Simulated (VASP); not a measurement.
Write the native input for VASP 6.6.1 that does the following.

```yaml
Task: single point
Functional: PBEsol
Potentials_or_basis: VASP PAW PBE potentials, release 64 (Si, Hf_pv)
Cutoff: 520 eV
k_mesh: 10 × 10 × 1
Occupations: gaussian, width 0.1 eV
Spin: no spin polarisation
Dipole_correction: yes
Further_INCAR_settings: ALGO = Normal; EDIFF = 1e-06; NBANDS = 48
```

The structure of HfSi2 lies in POSCAR:

```
HfSi2
1.0
    3.6361020322      0.0000000000      0.0000000000
    0.0000000000      3.6500014011      0.0000000000
    0.0000000000      0.0000000000     27.7618170813
Si Hf
8 4
Direct
    0.7500000000      0.0000000000      0.2767454069
    0.2500000000      0.0000000000      0.3708644727
    0.7500000000      0.5000000000      0.3711558062
    0.2500000000      0.5000000000      0.4712174760
    0.7500000000      0.5000000000      0.5287825187
    0.2500000000      0.5000000000      0.6288442017
    0.7500000000      0.0000000000      0.6291355347
    0.2500000000      0.0000000000      0.7232545857
    0.2500000000      0.5000000000      0.2965743428
    0.7500000000      0.0000000000      0.4464316556
    0.2500000000      0.0000000000      0.5535683427
    0.7500000000      0.5000000000      0.7034256565
```

The input as run:

INCAR

```
SYSTEM = HfSi2
  PREC = Accurate
  ENCUT = 520
  EDIFF = 1E-6
  ISMEAR = 0
  SIGMA = 0.1
  LREAL = .False.
  LASPH = .True.
  NELM = 80
  ALGO = Normal
  ISIF = 2
  LWAVE = .False.
  LCHARG = .False.
  LDIPOL = .True.
  IDIPOL = 3
  DIPOL = 0.5 0.5 0.500
  GGA = PS
  NBANDS = 48
```

KPOINTS

```
regular mesh
0
Gamma
  10 10 1
  0 0 0
```

Potentials or basis: VASP PAW PBE potentials, release 64 (Si, Hf_pv).

The run is started by

```console
$ cat potpaw_PBE.64/Si/POTCAR potpaw_PBE.64/Hf_pv/POTCAR > POTCAR
$ mpirun -np 1 vasp_std > vasp.out
```

Results of the run:

* Largest force: 0.024 eV/Å
* Band gap on the k mesh: zero (bands 36 and 37 overlap by 1.11 eV)

Caveat: the PAW data sets were made with another functional, which shifts forces and pressure a little; spin-orbit coupling is left out, which moves the levels of the heavy elements.

Run time: 28 min on 1 thread of Intel(R) Xeon(R) Platinum 8259CL CPU @ 2.50GHz (Skylake/Cascade Lake) (shared host), peak memory 0.74 GiB.
